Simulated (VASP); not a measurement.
Write the native input for VASP 6.6.1 that does the following.

```yaml
Task: single point
Functional: PBE
Potentials_or_basis: VASP PAW PBE potentials, release 64 (Zn, S)
Cutoff: 500 eV
k_mesh: 10 × 10 × 10
Occupations: gaussian, width 0.02 eV
Spin: no spin polarisation
Dipole_correction: no
Further_INCAR_settings: ALGO = Normal; EDIFF = 1e-06; NBANDS = 16
```

The structure of ZnS lies in POSCAR:

```
ZnS
1.0
    0.0000000000      2.7218243403      2.7218243403
    2.7218243403      0.0000000000      2.7218243403
    2.7218243403      2.7218243403      0.0000000000
Zn S
1 1
Direct
    0.0000000000      0.0000000000      0.0000000000
    0.2500000000      0.2500000000      0.2500000000
```

One way to write it, as run:

INCAR

```
SYSTEM = ZnS
PREC     = Accurate       ! precision mode
ENCUT    = 500            ! plane-wave cutoff, eV
EDIFF    = 1E-6           ! SCF threshold, eV
ISMEAR   = 0              ! smearing method
SIGMA    = 0.02           ! smearing width, eV
LREAL    = .FALSE.        ! projectors in reciprocal space
LASPH    = .TRUE.         ! aspherical terms in the spheres
NELM     = 120            ! most SCF steps
ALGO     = Normal         ! electronic algorithm
ISIF     = 2              ! what is computed and relaxed
LWAVE    = .FALSE.        ! write WAVECAR
LCHARG   = .FALSE.        ! write CHGCAR
GGA      = PE             ! functional
NBANDS   = 16             ! bands
GGA_COMPAT= .FALSE.
```

KPOINTS

```
regular mesh
0
G
  10 10 10
  0 0 0
```

Potentials or basis: VASP PAW PBE potentials, release 64 (Zn, S).

Launch:

```bash
$ cat potpaw_PBE.64/Zn/POTCAR potpaw_PBE.64/S/POTCAR > POTCAR
$ mpirun -np 1 vasp_std > vasp.out
```

Results of the run:

```
Pressure               : 0.1 GPa
Band gap on the k mesh : 2.02 eV
```

It took 15 s on 1 thread of AMD EPYC 9R45 96-Core Processor (Zen 5) (shared host), peak memory 0.14 GiB.
